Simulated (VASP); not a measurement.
## Nb: single point with BLYP

Nb:

```xyz
2
Lattice="0.0000 3.0218 3.0218 3.0218 0.0000 3.0218 3.0218 3.0218 0.0000" Properties=species:S:1:pos:R:3 pbc="T T T"
Nb    0.7555    0.7555    0.7555
Nb    5.2882    5.2882    5.2882
```

```json
{
  "Program": "VASP 6.6.1",
  "Task": "single point",
  "Functional": "BLYP",
  "Potentials or basis": "VASP PAW PBE potentials, release 64 (Nb_sv)",
  "Cutoff": "520 eV",
  "k mesh": "9 × 9 × 9",
  "Occupations": "fermi-dirac, width 0.1 eV",
  "Spin": "no spin polarisation",
  "Dipole correction": "no",
  "Further INCAR settings": "ALGO = Normal; EDIFF = 1e-07; NBANDS = 20"
}
```

```yaml
Pressure: 0.0 GPa
Band_gap_on_the_k_mesh: zero (band 13 reaches 6.87 eV, above the bottom of band 14 at 5.95 eV)
```

Levels at points of the mesh, in eV from the Fermi level:
```csv
k point,band 10,band 11,band 12,band 13,band 14,band 15,band 16,band 17
"(0.00, 0.00, 0.00)",-1.26,-1.26,-0.49,-0.49,-0.49,1.77,1.77,1.77
```

It took 55 s on 1 thread of Intel(R) Xeon(R) Platinum 8124M CPU @ 3.00GHz (Skylake/Cascade Lake), on a shared host, peak memory 0.18 GiB.

Caveat: the PAW data sets were made with another functional, which shifts forces and pressure a little.
